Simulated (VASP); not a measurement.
# ZnS (P6_3mc) in VASP: single point with HSE06

Aim: the single point of ZnS with HSE06.

All numbers are computed with VASP 6.6.1; they aren't measurements. Logs are shortened: lines on timing, memory, paths and dates and some standing lists are left out, and cuts for length are marked.

## Step 1: The cell of the first run

It takes space group P6_3mc (No. 186, hexagonal). Conventional cell: a = 3.805 Å, b = 3.805 Å, c = 6.244 Å, α = 90.00°, β = 90.00°, γ = 120.00°. Zn (site symmetry 3m) has 4 S at 2.33 to 2.34 Å within 3.1 Å. Within 3.1 Å of S (site symmetry 3m) lie 4 Zn at 2.33 to 2.34 Å.

## Step 2: Single point, HSE06

POSCAR reads:

```
ZnS
1.0
    3.8054280300      0.0000000000      0.0000000000
   -1.9027140150      3.2955973462      0.0000000000
    0.0000000000      0.0000000000      6.2440175177
Zn S
2 2
Direct
    0.3333333333      0.6666666667      0.0053397642
    0.6666666667      0.3333333333      0.5053397642
    0.3333333333      0.6666666667      0.3796602358
    0.6666666667      0.3333333333      0.8796602358
```

INCAR.step1 reads:

```
PREC = Accurate
ENCUT = 400
EDIFF = 1E-5
ISMEAR = 0
SIGMA = 0.01
LREAL = F
LASPH = T
NELM = 120
ALGO = Normal
ISIF = 2
LWAVE = T
NBANDS = 26
GGA = PE
GGA_COMPAT = F
```

INCAR.step2 reads:

```
PREC = Accurate
ENCUT = 400
EDIFF = 1E-6
ISMEAR = 0
SIGMA = 0.01
LREAL = F
LASPH = T
NELM = 120
ALGO = Normal
ISIF = 2
LWAVE = F
LCHARG = T
GGA = PE
LHFCALC = T
HFSCREEN = 0.2079
PRECFOCK = Normal
LELF = T
LVHAR = T
NBANDS = 26
ISTART = 1
GGA_COMPAT = F
```

KPOINTS reads:

```
regular mesh
0
Gamma
  6 6 2
```

Potentials or basis: VASP PAW PBE potentials, release 64 (Zn, S).

Launch:

```
> cat potpaw_PBE.64/Zn/POTCAR potpaw_PBE.64/S/POTCAR > POTCAR
> cp INCAR.step1 INCAR
> mpirun -np 1 vasp_std > vasp.out
> cp INCAR.step2 INCAR
> mpirun -np 1 vasp_std > vasp.out
```

OUTCAR:

```text
PREC = Accurate
   ENCUT = 400
   EDIFF = 1E-6
   ISMEAR = 0
   LREAL = F
   LASPH = T
   NELM = 120
   ISIF = 2
   GGA = PE
   LHFCALC = T
   HFSCREEN = 0.2079
   PRECFOCK = Normal
   ISTART = 1

 ion  position               nearest neighbor table
   1  0.333  0.667  0.005-   4 2.33   4 2.33   4 2.33   3 2.34
   2  0.667  0.333  0.505-   3 2.33   3 2.33   3 2.33   4 2.34
   3  0.333  0.667  0.380-   2 2.33   2 2.33   2 2.33   1 2.34
   4  0.667  0.333  0.880-   1 2.33   1 2.33   1 2.33   2 2.34

  LATTYP: Found a hexagonal cell.
 ALAT       =     3.8054280300
 C/A-ratio  =     1.6408187117

  Lattice vectors:

 A1 = (   3.8054280300,   0.0000000000,   0.0000000000)
 A2 = (  -1.9027140150,   3.2955973462,   0.0000000000)
 A3 = (   0.0000000000,   0.0000000000,   6.2440175177)

Analysis of symmetry for initial positions (statically):
=====================================================================
 Subroutine PRICEL returns:
 Original cell was already a primitive cell.

 Routine SETGRP: Setting up the symmetry group for a
 hexagonal supercell.

 Subroutine GETGRP returns: Found 12 space group operations
 (whereof  6 operations were pure point group operations)
 out of a pool of 24 trial point group operations.

The static configuration has the point symmetry C_3v.
 The point group associated with its full space group is C_6v.

Analysis of symmetry for dynamics (positions and initial velocities):
=====================================================================
 Subroutine PRICEL returns:
 Original cell was already a primitive cell.

 Routine SETGRP: Setting up the symmetry group for a
 hexagonal supercell.

 Subroutine GETGRP returns: Found 12 space group operations
 (whereof  6 operations were pure point group operations)
 out of a pool of 24 trial point group operations.

The dynamic configuration has the point symmetry C_3v.
 The point group associated with its full space group is C_6v.

 Subroutine INISYM returns: Found 12 space group operations
 (whereof  6 operations are pure point group operations),
 and found     1 'primitive' translations

----------------------------------------------------------------------------------------

                                     Primitive cell

  volume of cell :      78.3072

  direct lattice vectors                    reciprocal lattice vectors
     3.805428030  0.000000000  0.000000000     0.262782529  0.151717564  0.000000000
    -1.902714015  3.295597346  0.000000000     0.000000000  0.303435127  0.000000000
     0.000000000  0.000000000  6.244017518     0.000000000  0.000000000  0.160153298

  length of vectors
     3.805428030  3.805428030  6.244017518     0.303435127  0.303435127  0.160153298

  position of ions in fractional coordinates (direct lattice)
     0.333333333  0.666666667  0.005339764
     0.666666667  0.333333333  0.505339764
     0.333333333  0.666666667  0.379660236
     0.666666667  0.333333333  0.879660236

  ion indices of the primitive-cell ions
   primitive index   ion index
                 1           1
                 2           2
                 3           3
                 4           4

----------------------------------------------------------------------------------------

 KPOINTS: regular mesh

Automatic generation of k-mesh.
 Grid dimensions read from file:
 generate k-points for:    6    6    2

 Generating k-lattice:

  Cartesian coordinates                     Fractional coordinates (reciprocal lattice)
     0.043797088  0.025286261  0.000000000     0.166666667 -0.000000000  0.000000000
     0.000000000  0.050572521  0.000000000     0.000000000  0.166666667  0.000000000
     0.000000000  0.000000000  0.080076649     0.000000000  0.000000000  0.500000000

  Length of vectors
     0.050572521  0.050572521  0.080076649

  Shift w.r.t. Gamma in fractional coordinates (k-lattice)
     0.000000000  0.000000000  0.000000000

 Subroutine IBZKPT returns following result:
 ===========================================

 Found     14 irreducible k-points:

 Following reciprocal coordinates:
            Coordinates               Weight
  0.000000  0.000000  0.000000      1.000000
  0.166667 -0.000000  0.000000      6.000000
  0.333333 -0.000000  0.000000      6.000000
  0.500000 -0.000000  0.000000      3.000000
  0.166667  0.166667  0.000000      6.000000
  0.333333  0.166667  0.000000     12.000000
  0.333333  0.333333  0.000000      2.000000
  0.000000  0.000000  0.500000      1.000000
  0.166667 -0.000000  0.500000      6.000000
  0.333333 -0.000000  0.500000      6.000000
  0.500000 -0.000000  0.500000      3.000000
  0.166667  0.166667  0.500000      6.000000
  0.333333  0.166667  0.500000     12.000000
  0.333333  0.333333  0.500000      2.000000
   k-points           NKPTS =     14   k-points in BZ     NKDIM =     72   number of bands    NBANDS=     26
   number of dos      NEDOS =    301   number of ions     NIONS =      4
   total plane-waves  NPLWV =  32928
   dimension x,y,z NGX =    28 NGY =   28 NGZ =   42
   dimension x,y,z NGXF=    56 NGYF=   56 NGZF=   84
   ions per type =               2   2
   NGX,Y,Z   is equivalent  to a cutoff of  12.23, 12.23, 11.18 a.u.
   NGXF,Y,Z  is equivalent  to a cutoff of  24.46, 24.46, 22.36 a.u.
 SYSTEM =  unknown system
   PREC   = accura    normal or accurate (medium, high low for compatibility)
   ISTART =      1    job   : 0-new  1-cont  2-samecut
   ICHARG =      0    charge: 1-file 2-atom 10-const
   ISPIN  =      1    spin polarized calculation?
   LNONCOLLINEAR =      F non collinear calculations
   LSORBIT =      F    spin-orbit coupling
   LASPH  =      T    aspherical Exc in radial PAW
   ENCUT  =  400.0 eV  29.40 Ry    5.42 a.u.   6.21  6.21 10.18*2*pi/ulx,y,z
   NELM   =    120;   NELMIN=  2; NELMDL=  0     # of ELM steps
   EDIFF  = 0.1E-05   stopping-criterion for ELM
   LREAL  =      F    real-space projection
   EDIFFG = 0.1E-04   stopping-criterion for IOM
   NSW    =      0    number of steps for IOM
   IBRION =     -1    ionic relax: 0-MD 1-quasi-New 2-CG
   NFREE  =      0    steps in history (QN), initial steepest desc. (CG)
   ISIF   =      2    stress and relaxation
   ISYM   =      3    0-nonsym 1-usesym 2-fastsym
   POTIM  = 0.5000    time-step for ionic-motion
   TEBEG  =    0.0;   TEEND  =   0.0 temperature during run
   PSTRESS=    0.0 pullay stress
   NELECT =      36.0000    total number of electrons
   NUPDOWN=      -1.0000    fix difference up-down
   EMIN   =  10.00;   EMAX   =-10.00  energy-range for DOS
   EFERMI =   0.00;   METHOD = LEGACY
   ISMEAR =     0;   SIGMA  =   0.01  broadening in eV -4-tet -1-fermi 0-gaus
   EFERMI_NEDOS =   21; number of points for ismear=-14 and -15
   IALGO  =     38    algorithm
   IMIX   =      1    mixing-type and parameters
     AMIX     =   0.40;   BMIX     =  1.00
     AMIX_MAG =   1.60;   BMIX_MAG =  1.00
  volume/ion in A,a.u.               =      19.58       132.11
  Fermi-wavevector in a.u.,A,eV,Ry     =   1.263500  2.387668 21.720762  1.596431
  Thomas-Fermi vector in A             =   2.396853
   LORBIT       =      0    0 simple, 1 ext, 2 COOP (PROOUT), +10 PAW based schemes
   GGA     = PE    functional components
   LHFCALC =     T    Hartree Fock is set to
   PRECFOCK=normal    Normal, Fast or Accurate (Low or Medium for compatibility)
   ENCUT4O =  -1.0   cutoff for four orbital integrals eV
   NKREDX  =     1    reduce k-point grid by
   NKREDY  =     1    reduce k-point grid by
   NKREDZ  =     1    reduce k-point grid by
   AEXX    =    0.2500 exact exchange contribution
   HFSCREEN=    0.2079 screening length (either q_TF or 0.3 A-1)
   HFSCREENC=   0.2079 screening length for correlation (either q_TF or 0.3 A-1)
   ENCUTFOCK=  -1.0 apply spherical cutoff to Coloumb kernel
   IVDW    =     0    specifies the selected vdW correction
   LEPSILON=     F    determine dielectric tensor
   LRPA    =     F    only Hartree local field effects (RPA)
 non-spin polarized calculation
 Gauss-broadening in eV      SIGMA  =   0.01
  energy-cutoff  :      400.00
  volume of cell :       78.31
 maximum number of plane-waves:      1448
 NGX is ok and might be reduce to    28
  NGX = 20; NGY = 20; NGZ = 32

 number of electron      36.0000009 magnetization

 Free energy of the ion-electron system (eV)
  ---------------------------------------------------
  ext. energy  EPLUGINS =         0.00000000
  ---------------------------------------------------
  free energy    TOTEN  =       -16.73043425 eV

  energy without entropy =      -16.73043425  energy(sigma->0) =      -16.73043425

 E-fermi :   1.5780     XC(G=0):  -7.9959

 val. band max:        1.4785218536   @ k =   0.0000   0.0000   0.0000
 cond. band min:       4.9117368973   @ k =   0.0000   0.0000   0.0000
 fundamental gap:      3.4332150437
 Fermi energy:         1.5780012399

 k-point     1 :       0.0000    0.0000    0.0000
  band No.  band energies     occupation
      1     -12.9351      2.00000
      2     -11.9300      2.00000
      3      -6.4067      2.00000
      4      -6.3925      2.00000
      5      -6.3925      2.00000
      6      -6.3141      2.00000
[... 18 lines left out ...]
     25      10.5248      0.00000
     26      12.1550      0.00000

 k-point     2 :       0.1667   -0.0000    0.0000
  band No.  band energies     occupation
      1     -12.7366      2.00000
      2     -11.8249      2.00000
      3      -6.3841      2.00000
      4      -6.3650      2.00000
      5      -6.3598      2.00000
      6      -6.2811      2.00000
[... 18 lines left out ...]
     25      10.9659      0.00000
     26      11.3910      0.00000

 k-point     3 :       0.3333   -0.0000    0.0000
  band No.  band energies     occupation
      1     -12.2636      2.00000
      2     -11.6380      2.00000
      3      -6.3436      2.00000
      4      -6.3090      2.00000
      5      -6.2667      2.00000
      6      -6.1680      2.00000
[... 282 lines left out ...]
 k-point    13 :       0.3333    0.1667    0.5000
  band No.  band energies     occupation
      1     -11.7637      2.00000
      2     -11.7637      2.00000
      3      -6.2862      2.00000
      4      -6.2862      2.00000
      5      -6.2141      2.00000
      6      -6.2141      2.00000
[... 18 lines left out ...]
     25      12.0095      0.00000
     26      12.0095      0.00000

 k-point    14 :       0.3333    0.3333    0.5000
  band No.  band energies     occupation
      1     -11.6668      2.00000
      2     -11.6668      2.00000
      3      -6.2437      2.00000
      4      -6.2437      2.00000
      5      -6.2256      2.00000
      6      -6.2256      2.00000
[... 18 lines left out ...]
     25      12.4879      0.00000
     26      12.4879      0.00000

------------------------ aborting loop because EDIFF is reached ----------------------------------------

  FORCE on cell =-STRESS in cart. coord.  units (eV):
  Direction    XX          YY          ZZ          XY          YZ          ZX
  --------------------------------------------------------------------------------------
  -------------------------------------------------------------------------------------
  Total        0.6528182      0.6528182      0.5752593      0.0000000      0.0000000     -0.0000000
  in kB       13.3567583     13.3567583     11.7698910      0.0000000      0.0000000     -0.0000000
  external PRESSURE =      12.8278025 kB  Pullay stress =       0.0000000 kB

 VOLUME and BASIS-vectors are now :
 -----------------------------------------------------------------------------
  energy-cutoff  :      400.00
  volume of cell :       78.31
      direct lattice vectors                 reciprocal lattice vectors
     3.805428030  0.000000000  0.000000000     0.262782529  0.151717564  0.000000000
    -1.902714015  3.295597346  0.000000000     0.000000000  0.303435127  0.000000000
     0.000000000  0.000000000  6.244017518     0.000000000  0.000000000  0.160153298

 POSITION                                       TOTAL-FORCE (eV/Angst)
 -----------------------------------------------------------------------------------
     -0.00000      2.19706      0.03334         0.000000      0.000000     -0.000737
      1.90271      1.09853      3.15535        -0.000000     -0.000000     -0.000737
     -0.00000      2.19706      2.37061         0.000000     -0.000000      0.000737
      1.90271      1.09853      5.49261        -0.000000     -0.000000      0.000737
 -----------------------------------------------------------------------------------
    total drift:                               -0.000000     -0.000001     -0.001905

  FREE ENERGIE OF THE ION-ELECTRON SYSTEM (eV)
  ---------------------------------------------------
  free  energy   TOTEN  =       -16.7304342485 eV

  energy  without entropy=      -16.7304342485  energy(sigma->0) =      -16.73043425
```

Run time: 1.5 h. Hardware: 1 thread of AMD EPYC 7R13, shared host; peak memory 0.27 GiB.

What came out:

| Property | Result |
| --- | --- |
| Free energy | -16.7304 eV |
| Pressure | 1.3 GPa |
| Band gap on the k mesh | 3.43 eV |

Stress tensor (GPa, compression positive):
```
1.34 0.00 0.00
0.00 1.34 0.00
0.00 0.00 1.18
```

Caveat: the k points lie up to 0.50 Å⁻¹ apart; the PAW data sets were made with another functional, which shifts forces and pressure a little.
